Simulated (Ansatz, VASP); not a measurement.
## MnS in VASP and in Ansatz

Contents of INCAR:

```
PREC     = Accurate       # precision mode
ENCUT    = 680            # plane-wave cutoff, eV
EDIFF    = 1E-6           # SCF threshold, eV
ISMEAR   = -1             # smearing method
SIGMA    = 0.05           # smearing width, eV
LREAL    = False          # projectors in reciprocal space
LASPH    = True           # aspherical terms in the spheres
NELM     = 200            # most SCF steps
ALGO     = Normal         # electronic algorithm
ISIF     = 2              # what is computed and relaxed
LWAVE    = False          # write WAVECAR
LCHARG   = False          # write CHGCAR
ISPIN    = 2              # spin polarisation
MAGMOM   = 1 0            # initial moments
LORBIT   = 11             # projections on sites
NUPDOWN  = 1.0            # fixed moment
LMAXMIX  = 4              # l up to which the mixer works
GGA      = PE             # functional
NBANDS   = 22             # bands
GGA_COMPAT= False
```

The input KPOINTS:

```
Automatic mesh
0
Gamma
  8 8 8
```

Contents of POSCAR:

```
MnS
1.0
    0.0000000000      2.4734634191      2.4734634191
    2.4734634191      0.0000000000      2.4734634191
    2.4734634191      2.4734634191      0.0000000000
Mn S
1 1
Direct
    0.0000000000      0.0000000000      0.0000000000
    0.7500000000      0.7500000000      0.7500000000
```

Contents of input.yaml:

```yaml
crystal:
  lattice:
    - [0.0, 2.4734634191, 2.4734634191]
    - [2.4734634191, 0.0, 2.4734634191]
    - [2.4734634191, 2.4734634191, 0.0]
  atoms:
    - { symbol: Mn, position: [0.0, 0.0, 0.0], spin: 1.0 }
    - { symbol: S, position: [0.75, 0.75, 0.75] }
hamiltonian:
  xc: pbe
  pseudopotentials: { kind: paw }
magnetization:
  spin_polarized: true
  initial_magnetization: 1.0
  spin_locking: { lock_magnetization: hard }
kpoints:
  mp_grid: { grid: [8, 8, 8] }
scf:
  occupations: { method: fermi_dirac, width: 0.05 }
  lower_state_search: "off"
output:
  forces: true
  stress: true
  eigenvalues: true
```

Alike in both runs: task single point; functional PBE; k mesh 8 × 8 × 8; occupations fermi-dirac, width 0.05 eV; collinear spin; fixed moment 1 μB.

```csv
,VASP,Ansatz
version,VASP 6.6.1,Ansatz 0.2.0
potentials or method,"VASP PAW PBE potentials, release 64 (Mn_sv, S)",Ansatz PAW
plane-wave cutoff (eV),680,420
valence electrons in the cell,21,21
```

VASP gave:

* pressure (GPa): 5.1
* net moment per atom (μB): 0.50
* size of the moment on the site where the two differ most (μB): 0.93

Question: Estimate Ansatz's values.

Answer: Pressure (GPa): 5.6; net moment per atom (μB): 0.50; size of the moment on the site where the two differ most (μB): 0.89.

Site moments also hang on the region over which each program counts them.
